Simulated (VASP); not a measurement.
# Ti (Im-3m) in VASP: further runs

The runs below take Ti through single point, with r2SCAN.

Program: VASP 6.6.1. These are calculated values, not measurements. Logs are shortened: lines on timing, memory, paths and dates and some standing lists are left out, and cuts for length are marked.

## 1. The cell of the first run

The structure is cubic, space group Im-3m (No. 229). Conventional cell: a = 3.260 Å, b = 3.260 Å, c = 3.260 Å, α = 90.00°, β = 90.00°, γ = 90.00°. Within 3.7 Å of Ti (site symmetry m-3m) lie 14 Ti at 2.82 to 3.26 Å.

## 2. Single point, r2SCAN

The input, POSCAR:

```
Ti
1.0
   -1.6299862453      1.6299862453      1.6299862453
    1.6299862453     -1.6299862453      1.6299862453
    1.6299862453      1.6299862453     -1.6299862453
Ti
1
Direct
    0.0000000000      0.0000000000      0.0000000000
```

The input, INCAR.step1:

```
PREC = Accurate ; ENCUT = 520
ISMEAR = -1 ; SIGMA = 0.05
LREAL = False ; LASPH = True
NELM = 100 ; NBANDS = 12
GGA = PE ; ALGO = Normal
EDIFF = 1E-4 ; LWAVE = True
LCHARG = False
```

The input, INCAR.step2:

```
PREC = Accurate ; ENCUT = 520
EDIFF = 1E-6 ; ISMEAR = -1
SIGMA = 0.05 ; LREAL = False
LASPH = True ; NELM = 100
ALGO = Normal ; ISIF = 2
LWAVE = False ; LCHARG = False
METAGGA = R2SCAN ; LMIXTAU = True
NBANDS = 12 ; ISTART = 1
```

The input, KPOINTS:

```
Automatic mesh
0
Gamma
  11 11 11
```

Potentials or basis: VASP PAW PBE potentials, release 64 (Ti_sv).

On the command line:

```console
cat potpaw_PBE.64/Ti_sv/POTCAR > POTCAR
cp INCAR.step1 INCAR
mpirun -np 1 vasp_std > vasp.out
cp INCAR.step2 INCAR
mpirun -np 1 vasp_std > vasp.out
```

OUTCAR:

```text
PREC = Accurate
   ENCUT = 520
   EDIFF = 1E-6
   ISMEAR = -1
   LREAL = False
   LASPH = True
   NELM = 100
   ISIF = 2
   METAGGA = R2SCAN
   ISTART = 1

 ion  position               nearest neighbor table
   1  0.000  0.000  0.000-

  LATTYP: Found a body centered cubic cell.
 ALAT       =     3.2599724906

  Lattice vectors:

 A1 = (  -1.6299862453,   1.6299862453,   1.6299862453)
 A2 = (   1.6299862453,  -1.6299862453,   1.6299862453)
 A3 = (   1.6299862453,   1.6299862453,  -1.6299862453)

Analysis of symmetry for initial positions (statically):
=====================================================================
 Subroutine PRICEL returns:
 Original cell was already a primitive cell.

 Routine SETGRP: Setting up the symmetry group for a
 body centered cubic supercell.

 Subroutine GETGRP returns: Found 48 space group operations
[... 9 lines left out ...]

 Routine SETGRP: Setting up the symmetry group for a
 body centered cubic supercell.

 Subroutine GETGRP returns: Found 48 space group operations
[... 11 lines left out ...]
                                     Primitive cell

  volume of cell :      17.3225

  direct lattice vectors                    reciprocal lattice vectors
    -1.629986245  1.629986245  1.629986245     0.000000000  0.306751055  0.306751055
     1.629986245 -1.629986245  1.629986245     0.306751055  0.000000000  0.306751055
     1.629986245  1.629986245 -1.629986245     0.306751055  0.306751055  0.000000000

  length of vectors
     2.823218992  2.823218992  2.823218992     0.433811502  0.433811502  0.433811502

  position of ions in fractional coordinates (direct lattice)
     0.000000000  0.000000000  0.000000000

  ion indices of the primitive-cell ions
   primitive index   ion index
                 1           1

----------------------------------------------------------------------------------------

 KPOINTS: Automatic mesh

Automatic generation of k-mesh.
 Grid dimensions read from file:
 generate k-points for:   11   11   11

 Generating k-lattice:

  Cartesian coordinates                     Fractional coordinates (reciprocal lattice)
     0.000000000  0.027886460  0.027886460     0.090909091  0.000000000  0.000000000
     0.027886460  0.000000000  0.027886460     0.000000000  0.090909091  0.000000000
     0.027886460  0.027886460  0.000000000     0.000000000  0.000000000  0.090909091

  Length of vectors
     0.039437409  0.039437409  0.039437409

  Shift w.r.t. Gamma in fractional coordinates (k-lattice)
     0.000000000  0.000000000  0.000000000

 Subroutine IBZKPT returns following result:
 ===========================================

 Found     56 irreducible k-points:

 Following reciprocal coordinates:
            Coordinates               Weight
  0.000000  0.000000  0.000000      1.000000
  0.090909  0.000000  0.000000     12.000000
  0.181818  0.000000  0.000000     12.000000
  0.272727  0.000000  0.000000     12.000000
  0.363636  0.000000  0.000000     12.000000
  0.454545  0.000000  0.000000     12.000000
[... 16 lines left out ...]
  0.272727  0.181818  0.090909     48.000000
  0.363636  0.181818  0.090909     24.000000
 [... further k-points ...]
   k-points           NKPTS =     56   k-points in BZ     NKDIM =     56   number of bands    NBANDS=     12
   number of dos      NEDOS =    301   number of ions     NIONS =      1
   total plane-waves  NPLWV =  13824
   dimension x,y,z NGX =    24 NGY =   24 NGZ =   24
   dimension x,y,z NGXF=    48 NGYF=   48 NGZF=   48
   ions per type =               1
   NGX,Y,Z   is equivalent  to a cutoff of  14.13, 14.13, 14.13 a.u.
   NGXF,Y,Z  is equivalent  to a cutoff of  28.26, 28.26, 28.26 a.u.
 SYSTEM =  unknown system
   PREC   = accura    normal or accurate (medium, high low for compatibility)
   ISTART =      1    job   : 0-new  1-cont  2-samecut
   ICHARG =      0    charge: 1-file 2-atom 10-const
   ISPIN  =      1    spin polarized calculation?
   LNONCOLLINEAR =      F non collinear calculations
   LSORBIT =      F    spin-orbit coupling
   LASPH  =      T    aspherical Exc in radial PAW
   ENCUT  =  520.0 eV  38.22 Ry    6.18 a.u.   5.25  5.25  5.25*2*pi/ulx,y,z
   NELM   =    100;   NELMIN=  2; NELMDL=  0     # of ELM steps
   EDIFF  = 0.1E-05   stopping-criterion for ELM
   LREAL  =      F    real-space projection
   EDIFFG = 0.1E-04   stopping-criterion for IOM
   NSW    =      0    number of steps for IOM
   IBRION =     -1    ionic relax: 0-MD 1-quasi-New 2-CG
   NFREE  =      0    steps in history (QN), initial steepest desc. (CG)
   ISIF   =      2    stress and relaxation
   ISYM   =      2    0-nonsym 1-usesym 2-fastsym
   POTIM  = 0.5000    time-step for ionic-motion
   TEBEG  =    0.0;   TEEND  =   0.0 temperature during run
   PSTRESS=    0.0 pullay stress
   NELECT =      12.0000    total number of electrons
   NUPDOWN=      -1.0000    fix difference up-down
   EMIN   =  10.00;   EMAX   =-10.00  energy-range for DOS
   EFERMI =   0.00;   METHOD = LEGACY
   ISMEAR =    -1;   SIGMA  =   0.05  broadening in eV -4-tet -1-fermi 0-gaus
   EFERMI_NEDOS =   21; number of points for ismear=-14 and -15
   IALGO  =     38    algorithm
   IMIX   =      4    mixing-type and parameters
     AMIX     =   0.40;   BMIX     =  1.00
     AMIX_MAG =   1.60;   BMIX_MAG =  1.00
  volume/ion in A,a.u.               =      17.32       116.90
  Fermi-wavevector in a.u.,A,eV,Ry     =   1.448543  2.737349 28.548779  2.098276
  Thomas-Fermi vector in A             =   2.566372
   LORBIT       =      0    0 simple, 1 ext, 2 COOP (PROOUT), +10 PAW based schemes
   METAGGA = R2SCAN    functional components
   LHFCALC =     F    Hartree Fock is set to
   AEXX    =    0.0000 exact exchange contribution
   IVDW    =     0    specifies the selected vdW correction
   LEPSILON=     F    determine dielectric tensor
   LRPA    =     F    only Hartree local field effects (RPA)
 non-spin polarized calculation
  energy-cutoff  :      520.00
  volume of cell :       17.32
 maximum number of plane-waves:       478
 NGX is ok and might be reduce to    24
   NGX = 11   NGY = 11   NGZ = 11

 number of electron      11.9999997 magnetization

 Free energy of the ion-electron system (eV)
  ---------------------------------------------------
  ext. energy  EPLUGINS =         0.00000000
  ---------------------------------------------------
  free energy    TOTEN  =       -12.82120767 eV

  energy without entropy =      -12.79963129  energy(sigma->0) =      -12.81041948

 E-fermi :   8.1465     XC(G=0): -12.4133

 val. band max:        8.1445623304   @ k =  -0.3636  -0.4545   0.0909
 cond. band min:       8.1605961973   @ k =   0.2727   0.0909   0.0000
 fundamental gap:      0.0160338669
 Fermi energy:         8.1465331855

 k-point     1 :       0.0000    0.0000    0.0000
  band No.  band energies     occupation
      1     -50.7571      2.00000
      2     -25.5573      2.00000
      3     -25.5573      2.00000
      4     -25.5573      2.00000
      5       1.8029      2.00000
      6       9.2937      0.00000
      7       9.2937      0.00000
      8       9.2937      0.00000
      9      11.0776      0.00000
     10      11.0776      0.00000
     11      26.2565      0.00000
     12      26.2565      0.00000

 k-point     2 :       0.0909    0.0000    0.0000
  band No.  band energies     occupation
      1     -50.7462      2.00000
      2     -25.6152      2.00000
      3     -25.5748      2.00000
      4     -25.5577      2.00000
      5       2.0953      2.00000
      6       9.1578      0.00000
      7       9.2437      0.00000
      8       9.5036      0.00000
      9      10.9299      0.00000
     10      11.0858      0.00000
     11      25.7586      0.00000
     12      26.1911      0.00000

 k-point     3 :       0.1818    0.0000    0.0000
  band No.  band energies     occupation
      1     -50.7170      2.00000
      2     -25.7686      2.00000
      3     -25.6214      2.00000
      4     -25.5589      2.00000
      5       2.9166      2.00000
      6       8.8120      0.00000
      7       8.9821      0.00000
      8      10.0998      0.00000
      9      10.7510      0.00000
     10      11.1238      0.00000
     11      24.2010      0.00000
     12      25.5257      0.00000

 k-point     4 :       0.2727    0.0000    0.0000
  band No.  band energies     occupation
      1     -50.6784      2.00000
      2     -25.9652      2.00000
      3     -25.6820      2.00000
      4     -25.5605      2.00000
      5       4.0698      2.00000
      6       8.3943      0.01400
      7       8.5577      0.00054
      8      10.8243      0.00000
      9      10.9731      0.00000
     10      11.2105      0.00000
     11      21.8152      0.00000
     12      24.1797      0.00000

 k-point     5 :       0.3636    0.0000    0.0000
  band No.  band energies     occupation
      1     -50.6427      2.00000
      2     -26.1419      2.00000
      3     -25.7372      2.00000
      4     -25.5620      2.00000
      5       5.1016      2.00000
      6       8.0395      1.78962
      7       8.4958      0.00185
      8      11.0021      0.00000
      9      11.3317      0.00000
     10      11.9080      0.00000
     11      19.3282      0.00000
     12      22.9050      0.00000
[... 228 lines left out ...]
      1     -50.7356      2.00000
      2     -25.6356      2.00000
      3     -25.5925      2.00000
      4     -25.5925      2.00000
      5       2.3799      2.00000
      6       9.2407      0.00000
      7       9.2407      0.00000
      8       9.5051      0.00000
      9      10.5674      0.00000
     10      11.2587      0.00000
     11      25.2170      0.00000
     12      26.6562      0.00000

 k-point    22 :       0.1818    0.1818    0.0909
  band No.  band energies     occupation
      1     -50.6400      2.00000
      2     -26.0958      2.00000
      3     -25.7299      2.00000
      4     -25.6474      2.00000
      5       5.6730      2.00000
      6       7.7344      1.99947
      7       7.8803      1.99030
      8      11.0963      0.00000
      9      11.3505      0.00000
     10      12.7986      0.00000
     11      20.7015      0.00000
     12      21.0116      0.00000

 k-point    23 :       0.2727    0.1818    0.0909
  band No.  band energies     occupation
      1     -50.6190      2.00000
      2     -26.1292      2.00000
      3     -25.8213      2.00000
      4     -25.6642      2.00000
      5       6.4658      2.00000
      6       7.5728      1.99998
      7       7.8623      1.99323
      8      11.2184      0.00000
      9      11.4534      0.00000
     10      13.9587      0.00000
     11      18.4511      0.00000
     12      20.0723      0.00000

 k-point    24 :       0.3636    0.1818    0.0909
  band No.  band energies     occupation
      1     -50.6112      2.00000
      2     -26.1311      2.00000
      3     -25.8675      2.00000
      4     -25.6689      2.00000
      5       6.5985      2.00000
      6       7.5518      1.99999
      7       8.0781      1.59446
      8      11.2834      0.00000
      9      11.4809      0.00000
     10      14.7028      0.00000
     11      17.1702      0.00000
     12      19.7614      0.00000

 [... further k-points ...]
[... 5 lines left out ...]
  --------------------------------------------------------------------------------------
  -------------------------------------------------------------------------------------
  Total       -0.0411970     -0.0411970     -0.0411970      0.0000000      0.0000000      0.0000000
  in kB       -3.8103476     -3.8103476     -3.8103476      0.0000000      0.0000000      0.0000000
  external PRESSURE =      -3.8103476 kB  Pullay stress =       0.0000000 kB

 VOLUME and BASIS-vectors are now :
 -----------------------------------------------------------------------------
  energy-cutoff  :      520.00
  volume of cell :       17.32
      direct lattice vectors                 reciprocal lattice vectors
    -1.629986245  1.629986245  1.629986245     0.000000000  0.306751055  0.306751055
     1.629986245 -1.629986245  1.629986245     0.306751055  0.000000000  0.306751055
     1.629986245  1.629986245 -1.629986245     0.306751055  0.306751055  0.000000000

 POSITION                                       TOTAL-FORCE (eV/Angst)
 -----------------------------------------------------------------------------------
      0.00000      0.00000      0.00000        -0.000000      0.000000     -0.000000
 -----------------------------------------------------------------------------------
    total drift:                               -0.000000      0.000000     -0.000000

  FREE ENERGIE OF THE ION-ELECTRON SYSTEM (eV)
  ---------------------------------------------------
  free  energy   TOTEN  =       -12.8212076654 eV

  energy  without entropy=      -12.7996312946  energy(sigma->0) =      -12.81041948
```

It took 2.2 min on 1 thread of AMD EPYC 7R13, shared host; peak memory 0.12 GiB.

What came out:

```yaml
Free_energy: -12.8212 eV
Pressure: -0.4 GPa
Band_gap_on_the_k_mesh: zero (band 6 reaches 9.29 eV, above the bottom of band 7 at 7.54 eV)
```

Levels at points of the mesh, in eV from the Fermi level:
```tsv
k point	band 2	band 3	band 4	band 5	band 6	band 7	band 8	band 9	band 10	band 11
(0.00, 0.00, 0.00)	-33.70	-33.70	-33.70	-6.34	1.15	1.15	1.15	2.93	2.93	18.11
```

Caveat: the PAW data sets were made with another functional, which shifts forces and pressure a little.

## 3. Single point, r2SCAN

This run uses another cell than the first one, of 17.68 Å³/atom, 1.020 times its volume.

The input, POSCAR:

```
Ti
1.0
   -1.6410000000      1.6410000000      1.6410000000
    1.6410000000     -1.6410000000      1.6410000000
    1.6410000000      1.6410000000     -1.6410000000
Ti
1
Direct
    0.0000000000      0.0000000000      0.0000000000
```

The input, INCAR.step1:

```
SYSTEM = Ti
ALGO = Normal ; EDIFF = 1E-4
ENCUT = 520 ; GGA = PE
ISMEAR = -1 ; LASPH = .TRUE.
LCHARG = .FALSE. ; LREAL = .FALSE.
LWAVE = .TRUE. ; NBANDS = 12
NELM = 60 ; PREC = Accurate
SIGMA = 0.05
```

The input, INCAR.step2:

```
SYSTEM = Ti
ALGO = Normal ; EDIFF = 1E-7
ENCUT = 520 ; ISIF = 2
ISMEAR = -1 ; ISTART = 1
LASPH = .TRUE. ; LCHARG = .TRUE.
LELF = .TRUE. ; LMIXTAU = .TRUE.
LREAL = .FALSE. ; LVHAR = .TRUE.
LWAVE = .FALSE. ; METAGGA = R2SCAN
NBANDS = 12 ; NELM = 60
PREC = Accurate ; SIGMA = 0.05
```

The input, KPOINTS:

```
k-points
0
G
  11 11 11
  0 0 0
```

Potentials or basis: VASP PAW PBE potentials, release 64 (Ti_sv).

On the command line:

```console
cat potpaw_PBE.64/Ti_sv/POTCAR > POTCAR
cp INCAR.step1 INCAR
mpirun -np 1 vasp_std > vasp.out
cp INCAR.step2 INCAR
mpirun -np 1 vasp_std > vasp.out
```

It took 3.3 min on 1 thread of AMD EPYC 7R13, shared host; peak memory 0.12 GiB.

Results (log left out):

```
Free energy            : -12.8185 eV
Pressure               : -2.4 GPa
Band gap on the k mesh : zero (band 6 reaches 9.06 eV, above the bottom of band 7 at 7.33 eV)
```

Levels at points of the mesh, in eV from the Fermi level:
```
           k point  band 2  band 3  band 4  band 5  band 6  band 7  band 8  band 9  band 10  band 11
(0.00, 0.00, 0.00)  -33.77  -33.77  -33.77   -6.30    1.12    1.12    1.12    2.86     2.86    17.96
```

Caveat: the PAW data sets were made with another functional, which shifts forces and pressure a little.
